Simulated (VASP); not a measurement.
Wanted: the native input for a VASP 6.6.1 run.

```yaml
Task: single point
Functional: PBEsol
Potentials_or_basis: VASP PAW PBE potentials, release 64 (Co)
Cutoff: 520 eV
k_mesh: 6 × 6 × 6
Occupations: fermi-dirac, width 0.1 eV
Spin: no spin polarisation
Dipole_correction: no
Further_INCAR_settings: ALGO = Normal; EDIFF = 1e-06; NBANDS = 46
```

The structure of Co lies in POSCAR:

```
Co
1.0
    4.3348770508      0.0000000000      0.0000000000
    0.0000000000      4.3348770508      0.0000000000
    0.0000000000      0.0000000000      4.3348770508
Co
8
Direct
    0.0000000000      0.0000000000      1.0000000000
    0.5000000000      0.5000000000      0.5000000000
    0.2500000000      1.0000000000      0.5000000000
    0.7500000000      1.0000000000      0.5000000000
    0.5000000000      0.2500000000      1.0000000000
    0.5000000000      0.7500000000      1.0000000000
    1.0000000000      0.5000000000      0.2500000000
    1.0000000000      0.5000000000      0.7500000000
```

These files were run (other wordings do the same):

INCAR

```
SYSTEM = Co
ALGO     = Normal         ! electronic algorithm
EDIFF    = 1E-6           ! SCF threshold, eV
ENCUT    = 520            ! plane-wave cutoff, eV
GGA      = PS             ! functional
ISIF     = 2              ! what is computed and relaxed
ISMEAR   = -1             ! smearing method
LASPH    = .TRUE.         ! aspherical terms in the spheres
LCHARG   = .FALSE.        ! write CHGCAR
LREAL    = .FALSE.        ! projectors in reciprocal space
LWAVE    = .FALSE.        ! write WAVECAR
NBANDS   = 46             ! bands
NELM     = 80             ! most SCF steps
PREC     = Accurate       ! precision mode
SIGMA    = 0.1            ! smearing width, eV
```

KPOINTS

```
k-points
0
G
  6 6 6
  0 0 0
```

Potentials or basis: VASP PAW PBE potentials, release 64 (Co).

Launch:

```bash
$ cat potpaw_PBE.64/Co/POTCAR > POTCAR
$ mpirun -np 1 vasp_std > vasp.out
```

It gave:

- Pressure: -1.1 GPa
- Band gap on the k mesh: zero (bands 36 and 37 overlap by 0.24 eV)

Caveat: the PAW data sets were made with another functional, which shifts forces and pressure a little; the run has no spin polarisation, though such a crystal can be magnetic.

Run time: 46 s on 1 thread of Intel(R) Xeon(R) Platinum 8488C (Sapphire Rapids), with other jobs on the host, peak memory 0.2 GiB.
